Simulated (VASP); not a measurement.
# CuO2 (Pmmm) in VASP: single point with PBEsol

Aim: the single point of CuO2 with PBEsol.

All numbers are computed with VASP 6.6.1; they aren't measurements. Logs are shortened: lines on timing, memory, paths and dates and some standing lists are left out, and cuts for length are marked.

## Step 1: The cell of the first run

It takes space group Pmmm (No. 47, orthorhombic). The conventional cell has a = 2.421 Å, b = 6.446 Å, c = 7.067 Å, α = 90.00°, β = 90.00°, γ = 90.00°. Within 3.2 Å of Cu (site symmetry mmm) lie 2 Cu at 2.42 Å and 2 O at 2.91 Å. O (site symmetry mm2) has 1 O at 1.24 Å within 1.7 Å.

## Step 2: Single point, PBEsol

INCAR

```
  PREC = Accurate
  ENCUT = 520
  EDIFF = 1E-7
  ISMEAR = 0
  SIGMA = 0.1
  LREAL = F
  LASPH = T
  NELM = 80
  ALGO = Normal
  ISIF = 2
  LWAVE = F
  LCHARG = T
  GGA = PS
  LELF = T
  LVHAR = T
  NBANDS = 18
```

KPOINTS

```
Automatic mesh
0
Gamma
  18 8 6
```

POSCAR

```
CuO2
1.0
    2.4212910000      0.0000000000      0.0000000000
    0.0000000000      6.4459520000      0.0000000000
    0.0000000000      0.0000000000      7.0670430000
Cu O
1 2
Direct
    0.0000000000      0.5000000000      0.0000000000
    0.0000000000      0.5000000000      0.4124350000
    0.0000000000      0.5000000000      0.5875650000
```

Potentials or basis: VASP PAW PBE potentials, release 64 (Cu, O).

Command:

```bash
$ cat potpaw_PBE.64/Cu/POTCAR potpaw_PBE.64/O/POTCAR > POTCAR
$ mpirun -np 1 vasp_std > vasp.out
```

OUTCAR:

```text
PREC = Accurate
   ENCUT = 520
   EDIFF = 1E-7
   ISMEAR = 0
   LREAL = F
   LASPH = T
   NELM = 80
   ISIF = 2
   GGA = PS

 ion  position               nearest neighbor table
   1  0.000  0.500  0.000-
   2  0.000  0.500  0.412-   3 1.24
   3  0.000  0.500  0.588-   2 1.24

  LATTYP: Found a simple orthorhombic cell.
 ALAT       =     2.4212910000
 B/A-ratio  =     2.6621963242
 C/A-ratio  =     2.9187086558

  Lattice vectors:

 A1 = (   2.4212910000,   0.0000000000,   0.0000000000)
 A2 = (   0.0000000000,   6.4459520000,   0.0000000000)
 A3 = (   0.0000000000,   0.0000000000,   7.0670430000)

Analysis of symmetry for initial positions (statically):
=====================================================================
 Subroutine PRICEL returns:
 Original cell was already a primitive cell.

 Routine SETGRP: Setting up the symmetry group for a
 simple orthorhombic supercell.

 Subroutine GETGRP returns: Found  8 space group operations
 (whereof  8 operations were pure point group operations)
 out of a pool of  8 trial point group operations.

The static configuration has the point symmetry D_2h.

Analysis of symmetry for dynamics (positions and initial velocities):
=====================================================================
 Subroutine PRICEL returns:
 Original cell was already a primitive cell.

 Routine SETGRP: Setting up the symmetry group for a
 simple orthorhombic supercell.

 Subroutine GETGRP returns: Found  8 space group operations
 (whereof  8 operations were pure point group operations)
 out of a pool of  8 trial point group operations.

The dynamic configuration has the point symmetry D_2h.

 Subroutine INISYM returns: Found  8 space group operations
 (whereof  8 operations are pure point group operations),
 and found     1 'primitive' translations

----------------------------------------------------------------------------------------

                                     Primitive cell

  volume of cell :     110.2991

  direct lattice vectors                    reciprocal lattice vectors
[... 82 lines left out ...]
   ICHARG =      2    charge: 1-file 2-atom 10-const
   ISPIN  =      1    spin polarized calculation?
   LNONCOLLINEAR =      F non collinear calculations
   LSORBIT =      F    spin-orbit coupling
   LASPH  =      T    aspherical Exc in radial PAW
   ENCUT  =  520.0 eV  38.22 Ry    6.18 a.u.   4.50 11.99 13.14*2*pi/ulx,y,z
   NELM   =     80;   NELMIN=  2; NELMDL= -5     # of ELM steps
   EDIFF  = 0.1E-06   stopping-criterion for ELM
   LREAL  =      F    real-space projection
   EDIFFG = 0.1E-05   stopping-criterion for IOM
   NSW    =      0    number of steps for IOM
   IBRION =     -1    ionic relax: 0-MD 1-quasi-New 2-CG
   NFREE  =      0    steps in history (QN), initial steepest desc. (CG)
   ISIF   =      2    stress and relaxation
   ISYM   =      2    0-nonsym 1-usesym 2-fastsym
   POTIM  = 0.5000    time-step for ionic-motion
   TEBEG  =    0.0;   TEEND  =   0.0 temperature during run
   PSTRESS=    0.0 pullay stress
   NELECT =      23.0000    total number of electrons
   NUPDOWN=      -1.0000    fix difference up-down
   EMIN   =  10.00;   EMAX   =-10.00  energy-range for DOS
   EFERMI =   0.00;   METHOD = LEGACY
   ISMEAR =     0;   SIGMA  =   0.10  broadening in eV -4-tet -1-fermi 0-gaus
   EFERMI_NEDOS =   21; number of points for ismear=-14 and -15
   IALGO  =     38    algorithm
   IMIX   =      4    mixing-type and parameters
     AMIX     =   0.40;   BMIX     =  1.00
     AMIX_MAG =   1.60;   BMIX_MAG =  1.00
  volume/ion in A,a.u.               =      36.77       248.11
  Fermi-wavevector in a.u.,A,eV,Ry     =   0.970793  1.834534 12.822674  0.942440
  Thomas-Fermi vector in A             =   2.100958
   LORBIT       =      0    0 simple, 1 ext, 2 COOP (PROOUT), +10 PAW based schemes
   GGA     = PS    functional components
   LHFCALC =     F    Hartree Fock is set to
   AEXX    =    0.0000 exact exchange contribution
   IVDW    =     0    specifies the selected vdW correction
   LEPSILON=     F    determine dielectric tensor
   LRPA    =     F    only Hartree local field effects (RPA)
 non-spin polarized calculation
 Gauss-broadening in eV      SIGMA  =   0.10
  energy-cutoff  :      520.00
  volume of cell :      110.30
 maximum number of plane-waves:      3020
   NGX =  9   NGY = 23   NGZ = 27

 number of electron      22.9999997 magnetization

 Free energy of the ion-electron system (eV)
  ---------------------------------------------------
  ext. energy  EPLUGINS =         0.00000000
  ---------------------------------------------------
  free energy    TOTEN  =       -11.90563986 eV

  energy without entropy =      -11.88732497  energy(sigma->0) =      -11.89648242

 E-fermi :  -3.0095     XC(G=0):  -5.0898

 val. band max:       -3.0097626041   @ k =   0.2778   0.0000   0.3333
 cond. band min:      -2.9846372730   @ k =   0.2778   0.5000   0.1667
 fundamental gap:      0.0251253311
 Fermi energy:        -3.0094762587

 k-point     1 :       0.0000    0.0000    0.0000
  band No.  band energies     occupation
      1     -29.3029      2.00000
      2     -17.4145      2.00000
      3     -10.6931      2.00000
      4      -9.9259      2.00000
      5      -7.5866      2.00000
      6      -5.7601      2.00000
[... 481 lines left out ...]
      5      -8.4933      2.00000
      6      -4.9898      2.00000
[... 10 lines left out ...]
     17       5.6122      0.00000
     18       5.9805      0.00000

 [... further k-points ...]

------------------------ aborting loop because EDIFF is reached ----------------------------------------

  FORCE on cell =-STRESS in cart. coord.  units (eV):
  Direction    XX          YY          ZZ          XY          YZ          ZX
  --------------------------------------------------------------------------------------
  -------------------------------------------------------------------------------------
  Total       -2.8846202     -0.0423668     -0.5145643      0.0000000      0.0000000      0.0000000
  in kB      -41.9012933     -0.6154105     -7.4744368      0.0000000      0.0000000      0.0000000
  external PRESSURE =     -16.6637135 kB  Pullay stress =       0.0000000 kB

 VOLUME and BASIS-vectors are now :
 -----------------------------------------------------------------------------
  energy-cutoff  :      520.00
  volume of cell :      110.30
      direct lattice vectors                 reciprocal lattice vectors
     2.421291000  0.000000000  0.000000000     0.413002815  0.000000000  0.000000000
     0.000000000  6.445952000  0.000000000     0.000000000  0.155136123  0.000000000
     0.000000000  0.000000000  7.067043000     0.000000000  0.000000000  0.141501898

 POSITION                                       TOTAL-FORCE (eV/Angst)
 -----------------------------------------------------------------------------------
      0.00000      3.22298      0.00000         0.000000      0.000000      0.000000
      0.00000      3.22298      2.91470        -0.000000      0.000000      0.018198
      0.00000      3.22298      4.15235         0.000000      0.000000     -0.018198
 -----------------------------------------------------------------------------------
    total drift:                                0.000000      0.000000      0.000000

  FREE ENERGIE OF THE ION-ELECTRON SYSTEM (eV)
  ---------------------------------------------------
  free  energy   TOTEN  =       -11.9056398610 eV

  energy  without entropy=      -11.8873249698  energy(sigma->0) =      -11.89648242
```

OSZICAR:

```text
N       E                     dE             d eps       ncg     rms          rms(c)
DAV:   1     0.201487074032E+03    0.20149E+03   -0.96047E+03  7200   0.115E+03
DAV:   2     0.148286181461E+02   -0.18666E+03   -0.17342E+03  8842   0.274E+02
[... 16 lines left out ...]
DAV:  19    -0.119056211320E+02    0.86879E-04   -0.13672E-04  7976   0.148E-01    0.988E-03
DAV:  20    -0.119056436357E+02   -0.22504E-04   -0.84524E-06  8754   0.274E-02    0.291E-02
DAV:  21    -0.119056431662E+02    0.46952E-06   -0.59923E-07  8126   0.690E-03    0.289E-02
DAV:  22    -0.119056384165E+02    0.47497E-05   -0.82952E-06  8484   0.343E-02    0.347E-03
DAV:  23    -0.119056398747E+02   -0.14582E-05   -0.34826E-07  7450   0.538E-03    0.424E-03
DAV:  24    -0.119056398610E+02    0.13706E-07   -0.14513E-08  6092   0.138E-03
   1 F= -.11905640E+02 E0= -.11896482E+02  d E =-.183149E-01
```

Wall time 13 min (1 thread of Intel Xeon 8259CL, shared host); peak memory 0.49 GiB.

Results:

```yaml
Free_energy: -11.9056 eV
Pressure: -1.7 GPa
Largest_force: 0.018 eV/Å
Band_gap_on_the_k_mesh: zero (an odd number of electrons rules out a gap without spin polarisation)
```

Forces in eV/Å, atoms in the order of the input:
```
Cu   0.000  0.000  0.000
O    0.000  0.000  0.018
O    0.000  0.000 -0.018
```

Levels at points of the mesh, in eV from the Fermi level:
```
           k point  band 10  band 11  band 12  band 13  band 14  band 15
(0.00, 0.00, 0.00)    -0.28    -0.10    -0.09     1.50     3.72     3.74
(0.50, 0.00, 0.00)    -0.40    -0.10     0.31     3.89     6.37     8.24
(0.00, 0.50, 0.00)    -0.28    -0.10    -0.09     1.50     2.99     3.81
(0.50, 0.50, 0.00)    -0.40    -0.10     0.31     3.92     6.47     8.27
(0.00, 0.00, 0.50)    -0.43    -0.09    -0.09     1.50     3.88     4.32
(0.50, 0.00, 0.50)    -0.42    -0.14     0.28     3.99     6.02     9.83
(0.00, 0.50, 0.50)    -0.45    -0.09    -0.09     1.50     3.19     4.64
(0.50, 0.50, 0.50)    -0.42    -0.13     0.28     4.02     6.09     9.20
```

Caveat: the standard files for N, O and F lose accuracy on very short bonds; the PAW data sets were made with another functional, which shifts forces and pressure a little; an odd number of electrons without spin polarisation forces a metal; a magnetic or distorted state may lie lower; semilocal functionals often make such compounds metallic where correlation or magnetic order opens a gap, which also shifts bond lengths. With open d or f shells a metallic result of PBEsol can be an artefact of self-interaction; +U or a hybrid may open a gap.
